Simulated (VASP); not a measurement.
# YbSi2C2 (P4/mbm) in VASP: single point with r2SCAN

Aim: the single point of YbSi2C2 with r2SCAN.

Everything below comes from runs of VASP 6.6.1. Logs are shortened: lines on timing, memory, paths and dates and some standing lists are left out, and cuts for length are marked.

## Step 1: The cell of the first run

The structure is tetragonal, space group P4/mbm (No. 127). Conventional cell: a = 5.867 Å, b = 5.867 Å, c = 3.932 Å, α = 90.00°, β = 90.00°, γ = 90.00°. C (site symmetry m2m) has 3 Si at 1.66 to 1.77 Å within 2.2 Å. Si (site symmetry m2m) has 3 C at 1.66 to 1.77 Å and 1 Si at 2.29 Å within 2.3 Å. Yb (site symmetry 4/m) has 16 C at 2.95 to 4.46 Å and 16 Si at 3.01 to 4.30 Å and 6 Yb at 3.93 to 4.15 Å within 4.5 Å.

## Step 2: Single point, r2SCAN

File POSCAR:

```
YbSi2C2
1.0
    5.8666295200      0.0000000000      0.0000000000
    0.0000000000      5.8666295200      0.0000000000
    0.0000000000      0.0000000000      3.9316818200
C Si Yb
4 4 2
Direct
    0.1626000000      0.6626000000      0.5000000000
    0.3374000000      0.1626000000      0.5000000000
    0.8374000000      0.3374000000      0.5000000000
    0.6626000000      0.8374000000      0.5000000000
    0.3622000000      0.8622000000      0.5000000000
    0.1378000000      0.3622000000      0.5000000000
    0.6378000000      0.1378000000      0.5000000000
    0.8622000000      0.6378000000      0.5000000000
    0.0000000000      0.0000000000      0.0000000000
    0.5000000000      0.5000000000      0.0000000000
```

File INCAR.step1:

```
SYSTEM = YbSi2C2
PREC = Accurate
ENCUT = 520
ISMEAR = 0
SIGMA = 0.0816
LREAL = .FALSE.
LASPH = .TRUE.
NELM = 100
NBANDS = 51
GGA = PE
ALGO = Normal
EDIFF = 1E-4
LWAVE = .TRUE.
LCHARG = .FALSE.
```

File INCAR.step2:

```
SYSTEM = YbSi2C2
PREC = Accurate
ENCUT = 520
EDIFF = 1E-6
ISMEAR = 0
SIGMA = 0.0816
LREAL = .FALSE.
LASPH = .TRUE.
NELM = 100
ALGO = Normal
ISIF = 2
LWAVE = .FALSE.
LCHARG = .FALSE.
METAGGA = R2SCAN
LMIXTAU = .TRUE.
NBANDS = 51
ISTART = 1
```

File KPOINTS:

```
regular mesh
0
G
  4 4 6
  0 0 0
```

Potentials or basis: VASP PAW PBE potentials, release 64 (C, Si, Yb).

The run is started by

```
> cat potpaw_PBE.64/C/POTCAR potpaw_PBE.64/Si/POTCAR potpaw_PBE.64/Yb/POTCAR > POTCAR
> cp INCAR.step1 INCAR
> mpirun -np 1 vasp_std > vasp.out
> cp INCAR.step2 INCAR
> mpirun -np 1 vasp_std > vasp.out
```

OUTCAR:

```text
SYSTEM = YbSi2C2
   PREC = Accurate
   ENCUT = 520
   EDIFF = 1E-6
   ISMEAR = 0
   LREAL = .FALSE.
   LASPH = .TRUE.
   NELM = 100
   ISIF = 2
   METAGGA = R2SCAN
   ISTART = 1

 ion  position               nearest neighbor table
   1  0.163  0.663  0.500-   5 1.66   6 1.77   8 1.77
   2  0.337  0.163  0.500-   6 1.66   5 1.77   7 1.77
   3  0.837  0.337  0.500-   7 1.66   6 1.77   8 1.77
   4  0.663  0.837  0.500-   8 1.66   7 1.77   5 1.77
   5  0.362  0.862  0.500-   1 1.66   2 1.77   4 1.77   7 2.29   9 3.01  10 3.01   9 3.01  10 3.01
[... 7 lines left out ...]
   9  0.000  0.000  0.000-   5 3.01   6 3.01   7 3.01   8 3.01   5 3.01   6 3.01   7 3.01   8 3.01

  10  0.500  0.500  0.000-   5 3.01   6 3.01   7 3.01   8 3.01   5 3.01   6 3.01   7 3.01   8 3.01

  LATTYP: Found a simple tetragonal cell.
 ALAT       =     5.8666295200
 C/A-ratio  =     0.6701772809

  Lattice vectors:

 A1 = (   5.8666295200,   0.0000000000,   0.0000000000)
 A2 = (   0.0000000000,   5.8666295200,   0.0000000000)
 A3 = (   0.0000000000,   0.0000000000,   3.9316818200)

Analysis of symmetry for initial positions (statically):
=====================================================================
 Subroutine PRICEL returns:
 Original cell was already a primitive cell.

 Routine SETGRP: Setting up the symmetry group for a
 simple tetragonal supercell.

 Subroutine GETGRP returns: Found 16 space group operations
 (whereof  8 operations were pure point group operations)
 out of a pool of 16 trial point group operations.

The static configuration has the point symmetry C_4h.
 The point group associated with its full space group is D_4h.

Analysis of symmetry for dynamics (positions and initial velocities):
=====================================================================
 Subroutine PRICEL returns:
 Original cell was already a primitive cell.

 Routine SETGRP: Setting up the symmetry group for a
 simple tetragonal supercell.

 Subroutine GETGRP returns: Found 16 space group operations
 (whereof  8 operations were pure point group operations)
 out of a pool of 16 trial point group operations.

The dynamic configuration has the point symmetry C_4h.
 The point group associated with its full space group is D_4h.

 Subroutine INISYM returns: Found 16 space group operations
 (whereof  8 operations are pure point group operations),
[... 116 lines left out ...]
   NFREE  =      0    steps in history (QN), initial steepest desc. (CG)
   ISIF   =      2    stress and relaxation
   ISYM   =      2    0-nonsym 1-usesym 2-fastsym
   POTIM  = 0.5000    time-step for ionic-motion
   TEBEG  =    0.0;   TEEND  =   0.0 temperature during run
   PSTRESS=    0.0 pullay stress
   NELECT =      80.0000    total number of electrons
   NUPDOWN=      -1.0000    fix difference up-down
   EMIN   =  10.00;   EMAX   =-10.00  energy-range for DOS
   EFERMI =   0.00;   METHOD = LEGACY
   ISMEAR =     0;   SIGMA  =   0.08  broadening in eV -4-tet -1-fermi 0-gaus
   EFERMI_NEDOS =   21; number of points for ismear=-14 and -15
   IALGO  =     38    algorithm
   IMIX   =      4    mixing-type and parameters
     AMIX     =   0.40;   BMIX     =  1.00
     AMIX_MAG =   1.60;   BMIX_MAG =  1.00
  volume/ion in A,a.u.               =      13.53        91.32
  Fermi-wavevector in a.u.,A,eV,Ry     =   1.373999  2.596481 25.686057  1.887872
  Thomas-Fermi vector in A             =   2.499465
   LORBIT       =      0    0 simple, 1 ext, 2 COOP (PROOUT), +10 PAW based schemes
   METAGGA = R2SCAN    functional components
   LHFCALC =     F    Hartree Fock is set to
   AEXX    =    0.0000 exact exchange contribution
   IVDW    =     0    specifies the selected vdW correction
   LEPSILON=     F    determine dielectric tensor
   LRPA    =     F    only Hartree local field effects (RPA)
 non-spin polarized calculation
 Gauss-broadening in eV      SIGMA  =   0.08
  energy-cutoff  :      520.00
  volume of cell :      135.32
 maximum number of plane-waves:      3664
 NGX is ok and might be reduce to    48
   NGX = 21   NGY = 21   NGZ = 15

 number of electron      79.9999983 magnetization

 Free energy of the ion-electron system (eV)
  ---------------------------------------------------
  ext. energy  EPLUGINS =         0.00000000
  ---------------------------------------------------
  free energy    TOTEN  =      -142.48401898 eV

  energy without entropy =     -142.47772627  energy(sigma->0) =     -142.48087263

 E-fermi :   7.6445     XC(G=0): -11.7463

 val. band max:        7.6181808568   @ k =   0.2500   0.0000   0.0000
 cond. band min:       7.7010363995   @ k =   0.5000   0.2500   0.0000
 fundamental gap:      0.0828555427
 Fermi energy:         7.6445439422

 k-point     1 :       0.0000    0.0000    0.0000
  band No.  band energies     occupation
      1     -46.1922      2.00000
      2     -46.1897      2.00000
      3     -18.1064      2.00000
      4     -18.0867      2.00000
      5     -18.0007      2.00000
      6     -18.0007      2.00000
[... 1285 lines left out ...]
     50      12.2887      0.00000
     51      12.3191      0.00000

------------------------ aborting loop because EDIFF is reached ----------------------------------------

  FORCE on cell =-STRESS in cart. coord.  units (eV):
  Direction    XX          YY          ZZ          XY          YZ          ZX
  --------------------------------------------------------------------------------------
  -------------------------------------------------------------------------------------
  Total       24.5714022     24.5714022     -3.6859252      0.0000000     -0.0000000      0.0000000
  in kB      290.9275383    290.9275383    -43.6416749      0.0000000     -0.0000000      0.0000000
  external PRESSURE =     179.4044672 kB  Pullay stress =       0.0000000 kB

 VOLUME and BASIS-vectors are now :
 -----------------------------------------------------------------------------
  energy-cutoff  :      520.00
  volume of cell :      135.32
      direct lattice vectors                 reciprocal lattice vectors
     5.866629520  0.000000000  0.000000000     0.170455625  0.000000000  0.000000000
     0.000000000  5.866629520  0.000000000     0.000000000  0.170455625  0.000000000
     0.000000000  0.000000000  3.931681820     0.000000000  0.000000000  0.254344081

 POSITION                                       TOTAL-FORCE (eV/Angst)
 -----------------------------------------------------------------------------------
      0.95391      3.88723      1.96584        -1.136547     -1.136547     -0.000000
      1.97940      0.95391      1.96584         1.136547     -1.136547     -0.000000
      4.91272      1.97940      1.96584         1.136547      1.136547     -0.000000
      3.88723      4.91272      1.96584        -1.136547      1.136547      0.000000
      2.12489      5.05821      1.96584         0.911746      0.911746     -0.000000
      0.80842      2.12489      1.96584        -0.911746      0.911746     -0.000000
      3.74174      0.80842      1.96584        -0.911746     -0.911746      0.000000
      5.05821      3.74174      1.96584         0.911746     -0.911746      0.000000
      0.00000      0.00000      0.00000         0.000000      0.000000     -0.000000
      2.93331      2.93331      0.00000         0.000000      0.000000     -0.000000
 -----------------------------------------------------------------------------------
    total drift:                                0.000000     -0.000000      0.000000

  FREE ENERGIE OF THE ION-ELECTRON SYSTEM (eV)
  ---------------------------------------------------
  free  energy   TOTEN  =      -142.4840189811 eV

  energy  without entropy=     -142.4777262749  energy(sigma->0) =     -142.48087263
```

It took 33 min on 1 thread of Intel Xeon Platinum 8259CL at 2.50GHz (Skylake/Cascade Lake), shared host; peak memory 0.37 GiB.

Results:

```yaml
Free_energy: -142.4840 eV
Pressure: 17.9 GPa
Largest_force: 1.607 eV/Å
Band_gap_on_the_k_mesh: zero (bands 40 and 41 overlap by 0.53 eV)
```

Forces on the atoms (eV/Å):
```
C   -1.137 -1.137  0.000
C    1.137 -1.137  0.000
C    1.137  1.137  0.000
C   -1.137  1.137  0.000
Si   0.912  0.912  0.000
Si  -0.912  0.912  0.000
Si  -0.912 -0.912  0.000
Si   0.912 -0.912  0.000
Yb   0.000  0.000  0.000
Yb   0.000  0.000  0.000
```

Stress tensor (GPa, compression positive):
```
29.09  0.00  0.00
 0.00 29.09  0.00
 0.00  0.00 -4.36
```

Levels at points of the mesh, in eV from the Fermi level:
```
           k point  band 38  band 39  band 40  band 41  band 42  band 43
(0.00, 0.00, 0.00)    -0.83    -0.78    -0.58     0.42     0.66     0.75
(0.50, 0.00, 0.00)    -0.85    -0.52    -0.52     0.34     0.34     0.56
(0.50, 0.50, 0.00)    -0.83    -0.78    -0.78     0.43     0.43     1.53
(0.00, 0.00, 0.50)    -0.86    -0.79     0.51     0.51     1.23     1.23
(0.50, 0.00, 0.50)    -0.84    -0.81    -0.81     2.11     2.11     2.29
(0.50, 0.50, 0.50)    -0.85    -0.84    -0.84     1.15     1.15     1.80
```

Caveat: the stress differs along the axes, from -4 to 29 GPa; the PAW data sets were made with another functional, which shifts forces and pressure a little; spin-orbit coupling is left out, which moves the levels of the heavy elements.

The gap in the log of VASP goes by the Fermi energy; the results here count the filled bands.